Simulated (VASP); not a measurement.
# HfS2 (P-3m1) in VASP: notebook

The runs below take HfS2 through single point, with PBEsol+D3(BJ).

Everything below comes from runs of VASP 6.6.1. Logs are shortened: lines on timing, memory, paths and dates and some standing lists are left out, and cuts for length are marked.

## (1) The cell of the first run

It takes space group P-3m1 (No. 164, trigonal). The conventional cell has a = 3.525 Å, b = 3.525 Å, c = 5.480 Å, α = 90.00°, β = 90.00°, γ = 120.00°. Hf (site symmetry -3m) has 6 S at 2.51 Å within 3.3 Å. Within 3.3 Å of S (site symmetry 3m) lie 3 Hf at 2.51 Å and 3 S at 3.26 Å.

## (2) Single point, PBEsol+D3(BJ) (volume scaled by 0.97, then relaxed in part)

File INCAR:

```
PREC = Accurate ; ENCUT = 500
EDIFF = 1E-6 ; ISMEAR = 0
SIGMA = 0.02 ; LREAL = F
LASPH = T ; NELM = 120
ALGO = Normal ; ISIF = 2
LWAVE = F ; LCHARG = F
GGA = PS ; IVDW = 12
NBANDS = 18 ; GGA_COMPAT = F
```

File KPOINTS:

```
Automatic mesh
0
Gamma
  12 12 6
```

File POSCAR:

```
HfS2
1.0
    3.5248311174      0.0000000000      0.0000000000
   -1.7624155587      3.0525932917      0.0000000000
    0.0000000000      0.0000000000      5.4798293218
Hf S
1 2
Direct
    0.0000000000      0.0000000000      0.0000000000
    0.6666666667      0.3333333333      0.7326345955
    0.3333333333      0.6666666667      0.2673654045
```

Potentials or basis: VASP PAW PBE potentials, release 64 (Hf_pv, S).

On the command line:

```console
$ cat potpaw_PBE.64/Hf_pv/POTCAR potpaw_PBE.64/S/POTCAR > POTCAR
$ mpirun -np 1 vasp_std > vasp.out
```

OUTCAR:

```text
PREC = Accurate
   ENCUT = 500
   EDIFF = 1E-6
   ISMEAR = 0
   LREAL = F
   LASPH = T
   NELM = 120
   ISIF = 2
   GGA = PS
   IVDW = 12
 IVDW          = 12

 ion  position               nearest neighbor table
   1  0.000  0.000  0.000-   2 2.51   3 2.51   3 2.51   2 2.51   2 2.51   3 2.51
   2  0.667  0.333  0.733-   1 2.51   1 2.51   1 2.51
   3  0.333  0.667  0.267-   1 2.51   1 2.51   1 2.51

  LATTYP: Found a hexagonal cell.
 ALAT       =     3.5248311174
 C/A-ratio  =     1.5546359923

  Lattice vectors:

 A1 = (   3.5248311174,   0.0000000000,   0.0000000000)
 A2 = (  -1.7624155587,   3.0525932917,   0.0000000000)
 A3 = (   0.0000000000,   0.0000000000,   5.4798293218)

Analysis of symmetry for initial positions (statically):
=====================================================================
 Subroutine PRICEL returns:
 Original cell was already a primitive cell.

 Routine SETGRP: Setting up the symmetry group for a
 hexagonal supercell.

 Subroutine GETGRP returns: Found 12 space group operations
 (whereof 12 operations were pure point group operations)
 out of a pool of 24 trial point group operations.

The static configuration has the point symmetry D_3d.

Analysis of symmetry for dynamics (positions and initial velocities):
=====================================================================
 Subroutine PRICEL returns:
 Original cell was already a primitive cell.

 Routine SETGRP: Setting up the symmetry group for a
 hexagonal supercell.

 Subroutine GETGRP returns: Found 12 space group operations
 (whereof 12 operations were pure point group operations)
 out of a pool of 24 trial point group operations.

The dynamic configuration has the point symmetry D_3d.

 Subroutine INISYM returns: Found 12 space group operations
 (whereof 12 operations are pure point group operations),
 and found     1 'primitive' translations

----------------------------------------------------------------------------------------

                                     Primitive cell

  volume of cell :      58.9623

  direct lattice vectors                    reciprocal lattice vectors
     3.524831117  0.000000000  0.000000000     0.283701535  0.163795158  0.000000000
    -1.762415559  3.052593292  0.000000000     0.000000000  0.327590316  0.000000000
     0.000000000  0.000000000  5.479829322     0.000000000  0.000000000  0.182487436

  length of vectors
     3.524831117  3.524831117  5.479829322     0.327590316  0.327590316  0.182487436
[... 83 lines left out ...]
   EDIFF  = 0.1E-05   stopping-criterion for ELM
   LREAL  =      F    real-space projection
   EDIFFG = 0.1E-04   stopping-criterion for IOM
   NSW    =      0    number of steps for IOM
   IBRION =     -1    ionic relax: 0-MD 1-quasi-New 2-CG
   NFREE  =      0    steps in history (QN), initial steepest desc. (CG)
   ISIF   =      2    stress and relaxation
   ISYM   =      2    0-nonsym 1-usesym 2-fastsym
   POTIM  = 0.5000    time-step for ionic-motion
   TEBEG  =    0.0;   TEEND  =   0.0 temperature during run
   PSTRESS=    0.0 pullay stress
   NELECT =      22.0000    total number of electrons
   NUPDOWN=      -1.0000    fix difference up-down
   EMIN   =  10.00;   EMAX   =-10.00  energy-range for DOS
   EFERMI =   0.00;   METHOD = LEGACY
   ISMEAR =     0;   SIGMA  =   0.02  broadening in eV -4-tet -1-fermi 0-gaus
   EFERMI_NEDOS =   21; number of points for ismear=-14 and -15
   IALGO  =     38    algorithm
   IMIX   =      4    mixing-type and parameters
     AMIX     =   0.40;   BMIX     =  1.00
     AMIX_MAG =   1.60;   BMIX_MAG =  1.00
  volume/ion in A,a.u.               =      19.65       132.63
  Fermi-wavevector in a.u.,A,eV,Ry     =   1.178576  2.227186 18.899058  1.389042
  Thomas-Fermi vector in A             =   2.314903
   LORBIT       =      0    0 simple, 1 ext, 2 COOP (PROOUT), +10 PAW based schemes
   GGA     = PS    functional components
   LHFCALC =     F    Hartree Fock is set to
   AEXX    =    0.0000 exact exchange contribution
   IVDW    =    12    specifies the selected vdW correction
   LEPSILON=     F    determine dielectric tensor
   LRPA    =     F    only Hartree local field effects (RPA)
 non-spin polarized calculation
 Gauss-broadening in eV      SIGMA  =   0.02
  energy-cutoff  :      500.00
  volume of cell :       58.96
 maximum number of plane-waves:      1520
 NGX is ok and might be reduce to    28
   NGX = 13   NGY = 13   NGZ = 19

 number of electron      22.0000002 magnetization

 Free energy of the ion-electron system (eV)
  ---------------------------------------------------
  ext. energy  EPLUGINS =         0.00000000
  ---------------------------------------------------
  free energy    TOTEN  =       -23.98925361 eV

  energy without entropy =      -23.98925361  energy(sigma->0) =      -23.98925361

 E-fermi :   5.0661     XC(G=0): -10.5497

 val. band max:        4.9211886197   @ k =   0.0000   0.0000   0.0000
 cond. band min:       5.2233548039   @ k =   0.5000  -0.0000   0.5000
 fundamental gap:      0.3021661842
 Fermi energy:         5.0661215835

 k-point     1 :       0.0000    0.0000    0.0000
  band No.  band energies     occupation
      1     -26.0314      2.00000
      2     -25.8901      2.00000
      3     -25.8901      2.00000
      4      -9.1364      2.00000
      5      -6.8937      2.00000
      6      -1.0652      2.00000
[... 481 lines left out ...]
      5      -7.1012      2.00000
      6      -0.4452      2.00000
[... 10 lines left out ...]
     17      11.4395      0.00000
     18      12.3195      0.00000

 [... further k-points ...]

------------------------ aborting loop because EDIFF is reached ----------------------------------------

 Edisp (eV)   -1.04308

 E8    (eV) :    -0.6890

  FORCE on cell =-STRESS in cart. coord.  units (eV):
  Direction    XX          YY          ZZ          XY          YZ          ZX
  --------------------------------------------------------------------------------------
  -------------------------------------------------------------------------------------
  Total       0.36021     0.36021     0.41534     0.00000     0.00000    -0.00000
  in kB       9.78799     9.78799    11.28599     0.00000     0.00000    -0.00000
  external pressure =       10.29 kB  Pullay stress =        0.00 kB

 VOLUME and BASIS-vectors are now :
 -----------------------------------------------------------------------------
  energy-cutoff  :      500.00
  volume of cell :       58.96
      direct lattice vectors                 reciprocal lattice vectors
     3.524831117  0.000000000  0.000000000     0.283701535  0.163795158  0.000000000
    -1.762415559  3.052593292  0.000000000     0.000000000  0.327590316  0.000000000
     0.000000000  0.000000000  5.479829322     0.000000000  0.000000000  0.182487436

 POSITION                                       TOTAL-FORCE (eV/Angst)
 -----------------------------------------------------------------------------------
      0.00000      0.00000      0.00000        -0.000000      0.000000      0.000000
      1.76242      1.01753      4.01471        -0.000000     -0.000000      0.056660
     -0.00000      2.03506      1.46512         0.000000      0.000000     -0.056660
 -----------------------------------------------------------------------------------
    total drift:                                0.000000     -0.000000      0.000000

  FREE ENERGIE OF THE ION-ELECTRON SYSTEM (eV)
  ---------------------------------------------------
  free  energy   TOTEN  =       -25.0323333661 eV

  energy  without entropy=      -25.0323333661  energy(sigma->0) =      -25.03233337
```

OSZICAR:

```text
N       E                     dE             d eps       ncg     rms          rms(c)
DAV:   1     0.864764310477E+02    0.86476E+02   -0.10797E+04  3600   0.107E+03
DAV:   2    -0.205033177755E+02   -0.10698E+03   -0.10365E+03  4678   0.234E+02
DAV:   3    -0.254153943481E+02   -0.49121E+01   -0.48901E+01  4832   0.428E+01
DAV:   4    -0.254678125152E+02   -0.52418E-01   -0.52383E-01  4876   0.516E+00
DAV:   5    -0.254686438886E+02   -0.83137E-03   -0.83129E-03  4648   0.619E-01    0.555E+01
DAV:   6    -0.241051681924E+02    0.13635E+01   -0.33960E+00  4054   0.898E+00    0.392E+01
DAV:   7    -0.240496849746E+02    0.55483E-01   -0.14926E+00  4258   0.696E+00    0.305E+00
DAV:   8    -0.239928752446E+02    0.56810E-01   -0.22770E-01  3878   0.281E+00    0.195E+00
DAV:   9    -0.239890999310E+02    0.37753E-02   -0.32700E-02  4464   0.102E+00    0.536E-01
DAV:  10    -0.239892438154E+02   -0.14388E-03   -0.27891E-03  4148   0.285E-01    0.292E-01
DAV:  11    -0.239892791177E+02   -0.35302E-04   -0.24374E-04  4528   0.950E-02    0.254E-01
DAV:  12    -0.239892527048E+02    0.26413E-04   -0.92717E-05  3866   0.544E-02    0.223E-02
DAV:  13    -0.239892536073E+02   -0.90242E-06   -0.66350E-06  4422   0.156E-02
   1 F= -.25032333E+02 E0= -.25032333E+02  d E =-.203967E-27
```

It took 71 s on 1 thread of Intel Xeon 6975P-C, shared host; peak memory 0.25 GiB.

What came out:

* Free energy: -25.0323 eV
* Pressure: 1.0 GPa
* Largest force: 0.057 eV/Å
* Band gap on the k mesh: 0.30 eV, indirect (least direct gap 1.39 eV)
* Dispersion energy per atom: -0.348 eV

Forces on the atoms (eV/Å):
```
Hf   0.000  0.000  0.000
S    0.000  0.000  0.057
S    0.000  0.000 -0.057
```

Stress tensor (GPa, compression positive):
```
0.98 0.00 0.00
0.00 0.98 0.00
0.00 0.00 1.13
```

Caveat: the cell differs from its parent crystal (volume scaled by 0.97, then relaxed in part); the PAW data sets were made with another functional, which shifts forces and pressure a little; spin-orbit coupling is left out, which moves the levels of the heavy elements.

## (3) Single point, PBEsol+D3(BJ)

This run uses another cell than the first one, of 20.26 Å³/atom, 1.031 times its volume.

File INCAR:

```
SYSTEM = HfS2
  PREC = Accurate
  ENCUT = 500
  EDIFF = 1E-6
  ISMEAR = 0
  SIGMA = 0.02
  LREAL = .False.
  LASPH = .True.
  NELM = 120
  ALGO = Normal
  ISIF = 2
  LWAVE = .False.
  LCHARG = .False.
  GGA = PS
  IVDW = 12
  NBANDS = 18
  GGA_COMPAT = .False.
```

File KPOINTS:

```
Automatic mesh
0
Gamma
  12 12 6
  0 0 0
```

File POSCAR:

```
HfS2
1.0
    3.5473188598      0.0000000000      0.0000000000
   -1.7736594299      3.0720682479      0.0000000000
    0.0000000000      0.0000000000      5.5779095738
Hf S
1 2
Direct
    0.0000000000      0.0000000000      0.0000000000
    0.6666666667      0.3333333333      0.7381210769
    0.3333333333      0.6666666667      0.2618789231
```

Potentials or basis: VASP PAW PBE potentials, release 64 (Hf_pv, S).

On the command line:

```console
$ cat potpaw_PBE.64/Hf_pv/POTCAR potpaw_PBE.64/S/POTCAR > POTCAR
$ mpirun -np 1 vasp_std > vasp.out
```

Run time: 78 s. Hardware: 1 thread of Intel Xeon 6975P-C, shared host; peak memory 0.25 GiB.

The run converged. Its results:

```
Free energy                : -25.0395 eV
Pressure                   : -0.5 GPa
Largest force              : 0.053 eV/Å
Band gap on the k mesh     : 0.48 eV, indirect (least direct gap 1.52 eV)
Dispersion energy per atom : -0.337 eV
```

Forces on the atoms (eV/Å):
```
Hf   0.000  0.000  0.000
S    0.000  0.000  0.053
S    0.000  0.000 -0.053
```

Levels at points of the mesh, in eV from the valence-band top:
| k point | band 7 | band 8 | band 9 | band 10 | band 11 | band 12 | band 13 | band 14 | band 15 | band 16 |
| --- | --- | --- | --- | --- | --- | --- | --- | --- | --- | --- |
| (0.00, 0.00, 0.00) | -3.12 | -3.12 | -0.28 | -0.28 | 0.00 | 1.66 | 1.66 | 2.12 | 4.93 | 4.93 |
| (0.50, 0.00, 0.00) | -3.24 | -3.13 | -2.80 | -2.65 | -1.75 | 0.65 | 3.96 | 4.09 | 5.94 | 6.37 |
| (0.00, 0.00, 0.50) | -3.04 | -3.04 | -2.60 | -0.55 | -0.55 | 1.57 | 1.57 | 2.50 | 5.71 | 5.71 |
| (0.50, 0.00, 0.50) | -4.26 | -3.12 | -2.87 | -1.23 | -1.04 | 0.48 | 3.94 | 4.14 | 5.09 | 5.47 |

Caveat: the PAW data sets were made with another functional, which shifts forces and pressure a little; spin-orbit coupling is left out, which moves the levels of the heavy elements.
